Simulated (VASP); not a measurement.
# TiMo (Cmmm) in VASP: single point with LDA

Aim: the single point of TiMo with LDA.

Program: VASP 6.6.1. These are calculated values, not measurements. Logs are shortened: lines on timing, memory, paths and dates and some standing lists are left out, and cuts for length are marked.

### Step 1. The cell of the first run

It takes space group Cmmm (No. 65, orthorhombic). Conventional cell: a = 3.187 Å, b = 4.721 Å, c = 4.251 Å, α = 90.00°, β = 90.00°, γ = 90.00°. Ti (site symmetry mmm) has 8 Mo at 2.66 to 3.18 Å and 6 Ti at 2.85 to 3.19 Å within 3.5 Å. Mo (site symmetry mmm) has 8 Ti at 2.66 to 3.18 Å and 6 Mo at 2.85 to 3.19 Å within 3.5 Å.

### Step 2. Single point, LDA

File INCAR:

```
  PREC = Accurate
  ENCUT = 520
  EDIFF = 1E-6
  ISMEAR = 0
  SIGMA = 0.15
  LREAL = False
  LASPH = True
  NELM = 60
  ALGO = Fast
  ISIF = 2
  LWAVE = False
  LCHARG = False
  GGA = CA
  NBANDS = 20
```

File KPOINTS:

```
Automatic mesh
0
Gamma
  18 18 12
```

File POSCAR:

```
TiMo
1.0
    1.5935720000     -2.3604228448      0.0000000000
    1.5935720000      2.3604228448      0.0000000000
    0.0000000000      0.0000000000      4.2507215034
Ti Mo
1 1
Direct
    0.5000000000      0.5000000000      0.5000000000
    0.0000000000      0.0000000000      0.0000000000
```

Potentials or basis: VASP PAW LDA potentials, release 64 (Ti_sv, Mo_sv).

Run with:

```console
$ cat potpaw_LDA.64/Ti_sv/POTCAR potpaw_LDA.64/Mo_sv/POTCAR > POTCAR
$ mpirun -np 1 vasp_std > vasp.out
```

OUTCAR:

```text
PREC = Accurate
   ENCUT = 520
   EDIFF = 1E-6
   ISMEAR = 0
   LREAL = False
   LASPH = True
   NELM = 60
   ISIF = 2
   GGA = CA

 ion  position               nearest neighbor table
   1  0.500  0.500  0.500-   2 2.66   2 2.66   2 2.66   2 2.66   2 3.18   2 3.18   2 3.18   2 3.18

   2  0.000  0.000  0.000-   1 2.66   1 2.66   1 2.66   1 2.66   1 3.18   1 3.18   1 3.18   1 3.18

  LATTYP: Found a base centered orthorhombic cell.
 ALAT       =     3.1871440000
 B/A-ratio  =     1.4812150595
 C/A-ratio  =     1.3337086443

  Lattice vectors:

 A1 = (   1.5935720000,  -2.3604228448,   0.0000000000)
 A2 = (   1.5935720000,   2.3604228448,   0.0000000000)
 A3 = (   0.0000000000,   0.0000000000,   4.2507215034)

Analysis of symmetry for initial positions (statically):
=====================================================================
 Subroutine PRICEL returns:
 Original cell was already a primitive cell.

 Routine SETGRP: Setting up the symmetry group for a
 base centered orthorhombic supercell.

 Subroutine GETGRP returns: Found  8 space group operations
 (whereof  8 operations were pure point group operations)
 out of a pool of  8 trial point group operations.

The static configuration has the point symmetry D_2h.

Analysis of symmetry for dynamics (positions and initial velocities):
=====================================================================
 Subroutine PRICEL returns:
 Original cell was already a primitive cell.

 Routine SETGRP: Setting up the symmetry group for a
 base centered orthorhombic supercell.

 Subroutine GETGRP returns: Found  8 space group operations
 (whereof  8 operations were pure point group operations)
 out of a pool of  8 trial point group operations.

The dynamic configuration has the point symmetry D_2h.

 Subroutine INISYM returns: Found  8 space group operations
 (whereof  8 operations are pure point group operations),
 and found     1 'primitive' translations

----------------------------------------------------------------------------------------

                                     Primitive cell

  volume of cell :      31.9782

  direct lattice vectors                    reciprocal lattice vectors
     1.593572000 -2.360422845  0.000000000     0.313760533 -0.211826454  0.000000000
     1.593572000  2.360422845  0.000000000     0.313760533  0.211826454  0.000000000
     0.000000000  0.000000000  4.250721503     0.000000000  0.000000000  0.235254180

  length of vectors
     2.847993632  2.847993632  4.250721503     0.378571154  0.378571154  0.235254180

  position of ions in fractional coordinates (direct lattice)
     0.500000000  0.500000000  0.500000000
     0.000000000  0.000000000  0.000000000

  ion indices of the primitive-cell ions
   primitive index   ion index
                 1           1
                 2           2

----------------------------------------------------------------------------------------

 KPOINTS: Automatic mesh

Automatic generation of k-mesh.
 Grid dimensions read from file:
 generate k-points for:   18   18   12

 Generating k-lattice:

  Cartesian coordinates                     Fractional coordinates (reciprocal lattice)
     0.017431141 -0.011768136  0.000000000     0.055555556  0.000000000  0.000000000
     0.017431141  0.011768136  0.000000000     0.000000000  0.055555556  0.000000000
     0.000000000  0.000000000  0.019604515     0.000000000  0.000000000  0.083333333

  Length of vectors
     0.021031731  0.021031731  0.019604515

  Shift w.r.t. Gamma in fractional coordinates (k-lattice)
     0.000000000  0.000000000  0.000000000

 Subroutine IBZKPT returns following result:
 ===========================================

 Found    637 irreducible k-points:

 Following reciprocal coordinates:
            Coordinates               Weight
  0.000000  0.000000  0.000000      1.000000
  0.055556  0.000000  0.000000      4.000000
  0.111111  0.000000  0.000000      4.000000
  0.166667  0.000000  0.000000      4.000000
  0.222222 -0.000000  0.000000      4.000000
  0.277778 -0.000000  0.000000      4.000000
[... 16 lines left out ...]
 -0.277778  0.055556  0.000000      4.000000
 -0.222222  0.055556  0.000000      4.000000
 [... further k-points ...]
   k-points           NKPTS =    637   k-points in BZ     NKDIM =    637   number of bands    NBANDS=     20
   number of dos      NEDOS =    301   number of ions     NIONS =      2
   total plane-waves  NPLWV =  18432
   dimension x,y,z NGX =    24 NGY =   24 NGZ =   32
   dimension x,y,z NGXF=    48 NGYF=   48 NGZF=   64
   ions per type =               1   1
   NGX,Y,Z   is equivalent  to a cutoff of  14.01, 14.01, 12.52 a.u.
   NGXF,Y,Z  is equivalent  to a cutoff of  28.02, 28.02, 25.03 a.u.
 SYSTEM =  unknown system
   PREC   = accura    normal or accurate (medium, high low for compatibility)
   ISTART =      0    job   : 0-new  1-cont  2-samecut
   ICHARG =      2    charge: 1-file 2-atom 10-const
   ISPIN  =      1    spin polarized calculation?
   LNONCOLLINEAR =      F non collinear calculations
   LSORBIT =      F    spin-orbit coupling
   LASPH  =      T    aspherical Exc in radial PAW
   ENCUT  =  520.0 eV  38.22 Ry    6.18 a.u.   5.30  5.30  7.90*2*pi/ulx,y,z
   NELM   =     60;   NELMIN=  2; NELMDL= -5     # of ELM steps
   EDIFF  = 0.1E-05   stopping-criterion for ELM
   LREAL  =      F    real-space projection
   EDIFFG = 0.1E-04   stopping-criterion for IOM
   NSW    =      0    number of steps for IOM
   IBRION =     -1    ionic relax: 0-MD 1-quasi-New 2-CG
   NFREE  =      0    steps in history (QN), initial steepest desc. (CG)
   ISIF   =      2    stress and relaxation
   ISYM   =      2    0-nonsym 1-usesym 2-fastsym
   POTIM  = 0.5000    time-step for ionic-motion
   TEBEG  =    0.0;   TEEND  =   0.0 temperature during run
   PSTRESS=    0.0 pullay stress
   NELECT =      26.0000    total number of electrons
   NUPDOWN=      -1.0000    fix difference up-down
   EMIN   =  10.00;   EMAX   =-10.00  energy-range for DOS
   EFERMI =   0.00;   METHOD = LEGACY
   ISMEAR =     0;   SIGMA  =   0.15  broadening in eV -4-tet -1-fermi 0-gaus
   EFERMI_NEDOS =   21; number of points for ismear=-14 and -15
   IALGO  =     68    algorithm
   IMIX   =      4    mixing-type and parameters
     AMIX     =   0.40;   BMIX     =  1.00
     AMIX_MAG =   1.60;   BMIX_MAG =  1.00
  volume/ion in A,a.u.               =      15.99       107.90
  Fermi-wavevector in a.u.,A,eV,Ry     =   1.527969  2.887443 31.765379  2.334689
  Thomas-Fermi vector in A             =   2.635792
   LORBIT       =      0    0 simple, 1 ext, 2 COOP (PROOUT), +10 PAW based schemes
   GGA     = CA    functional components
   LHFCALC =     F    Hartree Fock is set to
   AEXX    =    0.0000 exact exchange contribution
   IVDW    =     0    specifies the selected vdW correction
   LEPSILON=     F    determine dielectric tensor
   LRPA    =     F    only Hartree local field effects (RPA)
 non-spin polarized calculation
 RMM-DIIS sequential band-by-band and
 Gauss-broadening in eV      SIGMA  =   0.15
  energy-cutoff  :      520.00
  volume of cell :       31.98
 maximum number of plane-waves:       876
 NGX is ok and might be reduce to    24
   NGX = 11   NGY = 11   NGZ = 15

 number of electron      25.9999998 magnetization

 Free energy of the ion-electron system (eV)
  ---------------------------------------------------
  ext. energy  EPLUGINS =         0.00000000
  ---------------------------------------------------
  free energy    TOTEN  =       -20.86282284 eV

  energy without entropy =      -20.83775583  energy(sigma->0) =      -20.85028933

 E-fermi :  10.0959     XC(G=0): -12.8261

 val. band max:       10.0946779476   @ k =  -0.3333   0.1111   0.1667
 cond. band min:      10.0961972997   @ k =   0.4444  -0.0000   0.0000
 fundamental gap:      0.0015193521
 Fermi energy:        10.0959214593

 k-point     1 :       0.0000    0.0000    0.0000
  band No.  band energies     occupation
      1     -49.8955      2.00000
      2     -45.5742      2.00000
      3     -24.3685      2.00000
      4     -23.8782      2.00000
      5     -23.7153      2.00000
      6     -21.9895      2.00000
[... 12 lines left out ...]
     19      13.0760      0.00000
     20      15.5371      0.00000

 k-point     2 :       0.0556    0.0000    0.0000
  band No.  band energies     occupation
      1     -49.8927      2.00000
      2     -45.5723      2.00000
      3     -24.3609      2.00000
      4     -23.8899      2.00000
      5     -23.7274      2.00000
      6     -21.9999      2.00000
[... 12 lines left out ...]
     19      13.2743      0.00000
     20      15.7495      0.00000

 k-point     3 :       0.1111    0.0000    0.0000
  band No.  band energies     occupation
      1     -49.8847      2.00000
      2     -45.5669      2.00000
      3     -24.3390      2.00000
      4     -23.9307      2.00000
      5     -23.7548      2.00000
      6     -22.0367      2.00000
[... 12 lines left out ...]
     19      13.4507      0.00000
     20      16.3492      0.00000

 k-point     4 :       0.1667    0.0000    0.0000
  band No.  band energies     occupation
      1     -49.8724      2.00000
      2     -45.5585      2.00000
      3     -24.3048      2.00000
      4     -24.0084      2.00000
      5     -23.7805      2.00000
      6     -22.1017      2.00000
[... 12 lines left out ...]
     19      13.4391      0.00000
     20      17.2119      0.00000

 k-point     5 :       0.2222   -0.0000    0.0000
  band No.  band energies     occupation
      1     -49.8573      2.00000
      2     -45.5483      2.00000
      3     -24.2619      2.00000
      4     -24.1156      2.00000
      5     -23.7989      2.00000
      6     -22.1848      2.00000
[... 12 lines left out ...]
     19      13.3145      0.00000
     20      18.2149      0.00000

 k-point     6 :       0.2778   -0.0000    0.0000
  band No.  band energies     occupation
      1     -49.8411      2.00000
      2     -45.5373      2.00000
      3     -24.2342      2.00000
      4     -24.2148      2.00000
      5     -23.8120      2.00000
      6     -22.2738      2.00000
[... 12 lines left out ...]
     19      13.3740      0.00000
     20      19.2816      0.00000

 k-point     7 :       0.3333    0.0000    0.0000
  band No.  band energies     occupation
      1     -49.8258      2.00000
      2     -45.5270      2.00000
      3     -24.3466      2.00000
      4     -24.1691      2.00000
      5     -23.8217      2.00000
      6     -22.3573      2.00000
[... 12 lines left out ...]
     19      13.5550      0.00000
     20      19.5170      0.00000
[... 277 lines left out ...]
 k-point    20 :      -0.4444    0.0556    0.0000
  band No.  band energies     occupation
      1     -49.8049      2.00000
      2     -45.5123      2.00000
      3     -24.4871      2.00000
      4     -24.1167      2.00000
      5     -23.8479      2.00000
      6     -22.4565      2.00000
[... 12 lines left out ...]
     19      14.8581      0.00000
     20      17.4402      0.00000

 k-point    21 :      -0.3889    0.0556    0.0000
  band No.  band energies     occupation
      1     -49.8141      2.00000
      2     -45.5182      2.00000
      3     -24.4226      2.00000
      4     -24.1497      2.00000
      5     -23.8408      2.00000
      6     -22.4070      2.00000
[... 12 lines left out ...]
     19      14.0070      0.00000
     20      18.6981      0.00000

 k-point    22 :      -0.3333    0.0556    0.0000
  band No.  band energies     occupation
      1     -49.8272      2.00000
      2     -45.5269      2.00000
      3     -24.3272      2.00000
      4     -24.1922      2.00000
      5     -23.8323      2.00000
      6     -22.3356      2.00000
[... 12 lines left out ...]
     19      13.4334      0.00000
     20      20.0371      0.00000

 k-point    23 :      -0.2778    0.0556    0.0000
  band No.  band energies     occupation
      1     -49.8427      2.00000
      2     -45.5373      2.00000
      3     -24.2385      2.00000
      4     -24.2122      2.00000
      5     -23.8231      2.00000
      6     -22.2504      2.00000
[... 12 lines left out ...]
     19      13.4834      0.00000
     20      18.8975      0.00000

 k-point    24 :      -0.2222    0.0556    0.0000
  band No.  band energies     occupation
      1     -49.8586      2.00000
      2     -45.5482      2.00000
      3     -24.2831      2.00000
      4     -24.0922      2.00000
      5     -23.8127      2.00000
      6     -22.1616      2.00000
[... 12 lines left out ...]
     19      13.8144      0.00000
     20      17.7754      0.00000

 [... further k-points ...]
[... 5 lines left out ...]
  --------------------------------------------------------------------------------------
  -------------------------------------------------------------------------------------
  Total       -2.3209326     -2.2319996     -2.0498018      0.0000000      0.0000000      0.0000000
  in kB     -116.2837304   -111.8279966   -102.6994955      0.0000000      0.0000000      0.0000000
  external PRESSURE =    -110.2704075 kB  Pullay stress =       0.0000000 kB

 VOLUME and BASIS-vectors are now :
 -----------------------------------------------------------------------------
  energy-cutoff  :      520.00
  volume of cell :       31.98
      direct lattice vectors                 reciprocal lattice vectors
     1.593572000 -2.360422845  0.000000000     0.313760533 -0.211826454  0.000000000
     1.593572000  2.360422845  0.000000000     0.313760533  0.211826454  0.000000000
     0.000000000  0.000000000  4.250721503     0.000000000  0.000000000  0.235254180

 POSITION                                       TOTAL-FORCE (eV/Angst)
 -----------------------------------------------------------------------------------
      1.59357      0.00000      2.12536        -0.000000      0.000000      0.000000
      0.00000      0.00000      0.00000         0.000000      0.000000      0.000000
 -----------------------------------------------------------------------------------
    total drift:                                0.000000      0.000000     -0.000000

  FREE ENERGIE OF THE ION-ELECTRON SYSTEM (eV)
  ---------------------------------------------------
  free  energy   TOTEN  =       -20.8628228381 eV

  energy  without entropy=      -20.8377558267  energy(sigma->0) =      -20.85028933
```

It took 10 min on 1 thread of AMD EPYC 7R13 (Zen 3), shared host; peak memory 0.44 GiB.

What came out:

```
Free energy            : -20.8628 eV
Pressure               : -11.0 GPa
Band gap on the k mesh : zero (bands 13 and 14 overlap by 2.47 eV)
```

Levels at points of the mesh, in eV from the Fermi level:
```tsv
k point	band 9	band 10	band 11	band 12	band 13	band 14	band 15	band 16	band 17	band 18
(0.00, 0.00, 0.00)	-6.26	-3.79	-1.75	-0.48	-0.03	1.05	2.32	2.34	2.80	2.88
(0.50, 0.00, 0.00)	-3.22	-1.88	-1.76	-1.31	-0.26	0.11	1.67	2.39	3.04	3.27
(0.50, 0.50, 0.00)	-4.10	-3.54	-3.22	-1.86	1.08	3.21	3.64	3.67	4.31	4.59
(0.00, 0.00, 0.50)	-4.46	-3.72	-1.28	-0.35	0.32	0.85	1.20	1.54	2.08	2.12
(0.50, 0.00, 0.50)	-3.78	-3.72	-1.82	-1.20	1.65	2.10	2.61	2.65	3.15	3.18
(0.50, 0.50, 0.50)	-3.25	-2.73	-1.54	-1.13	0.09	1.12	1.26	1.92	3.97	4.25
```

Caveat: the cell stands under tension.
